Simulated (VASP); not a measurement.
Input of a VASP 6.6.1 run:

File INCAR:

```
PREC     = Accurate       # precision mode
ENCUT    = 520            # plane-wave cutoff, eV
EDIFF    = 1E-6           # SCF threshold, eV
ISMEAR   = -1             # smearing method
SIGMA    = 0.05           # smearing width, eV
LREAL    = F              # projectors in reciprocal space
LASPH    = T              # aspherical terms in the spheres
NELM     = 60             # most SCF steps
ALGO     = Normal         # electronic algorithm
ISIF     = 2              # what is computed and relaxed
LWAVE    = F              # write WAVECAR
LCHARG   = F              # write CHGCAR
GGA      = PE             # functional
NBANDS   = 16             # bands
```

The input KPOINTS:

```
Automatic mesh
0
Gamma
  10 10 9
```

File POSCAR:

```
WC
1.0
    2.9257489053      0.0000000000      0.0000000000
   -1.4628744527      2.5337728771      0.0000000000
    0.0000000000      0.0000000000      2.8553859779
W C
1 1
Direct
    0.0000000000      0.0000000000      0.0000000000
    0.6666666667      0.3333333333      0.5000000000
```

Potentials or basis: VASP PAW PBE potentials, release 64 (W_sv, C).

Run with:

```console
$ cat potpaw_PBE.64/W_sv/POTCAR potpaw_PBE.64/C/POTCAR > POTCAR
$ mpirun -np 1 vasp_std > vasp.out
```

Question: Estimate the pressure.

Answer: -1.2 GPa.

Question: What does it give for the band gap on the k mesh?

Answer: Zero (bands 9 and 10 overlap by 1.16 eV).

Stress tensor (GPa, compression positive):
```
-0.59  0.00  0.00
 0.00 -0.59  0.00
 0.00  0.00 -2.36
```

Caveat: spin-orbit coupling is left out, which moves the levels of the heavy elements.
